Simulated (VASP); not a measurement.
# SnO: single point with b88 exchange, pbe correlation

SnO:

```
CELL_PARAMETERS angstrom
3.81370 0.00000 0.00000
0.00000 3.81370 0.00000
0.00000 0.00000 4.88691
ATOMIC_POSITIONS crystal
Sn 0.50000 0.00000 0.76463
Sn 0.00000 0.50000 0.23537
O 0.00000 0.00000 0.00000
O 0.50000 0.50000 0.00000
```

```
Program             : VASP 6.6.1
Task                : single point
Functional          : b88 exchange, pbe correlation
Potentials or basis : VASP PAW PBE potentials, release 64 (Sn_d, O)
Cutoff              : 600 eV
k mesh              : 7 × 7 × 6
Occupations         : fermi-dirac, width 0.05 eV
Spin                : no spin polarisation
```

- Pressure: 3.5 GPa
- Largest force: 0.418 eV/Å
- Band gap on the k mesh: 0.40 eV (least direct gap 2.06 eV)

Forces in eV/Å, atoms in the order of the input:
```
Sn   0.000  0.000 -0.418
Sn   0.000  0.000  0.418
O    0.000  0.000  0.000
O    0.000  0.000  0.000
```

Stress tensor (GPa, compression positive):
```
3.75 0.00 0.00
0.00 3.75 0.00
0.00 0.00 2.90
```

Levels at points of the mesh, in eV from the valence-band top:
| k point | band 16 | band 17 | band 18 | band 19 | band 20 | band 21 | band 22 | band 23 | band 24 | band 25 |
| --- | --- | --- | --- | --- | --- | --- | --- | --- | --- | --- |
| (0.00, 0.00, 0.00) | -6.24 | -3.46 | -3.17 | -3.17 | 0.00 | 2.06 | 4.28 | 4.75 | 4.75 | 5.68 |
| (0.00, 0.00, 0.50) | -3.52 | -3.20 | -3.18 | -3.18 | -2.20 | 1.70 | 3.04 | 3.04 | 3.71 | 7.86 |

It took 43 s on 1 thread of AMD EPYC 9R45 96-Core Processor (Zen 5), with other jobs on the host, peak memory 0.2 GiB.

Caveat: the cell stands under pressure; the PAW data sets were made with another functional, which shifts forces and pressure a little; spin-orbit coupling is left out, which moves the levels of the heavy elements; an odd mesh through Γ misses points on the zone boundary, where band edges can lie.
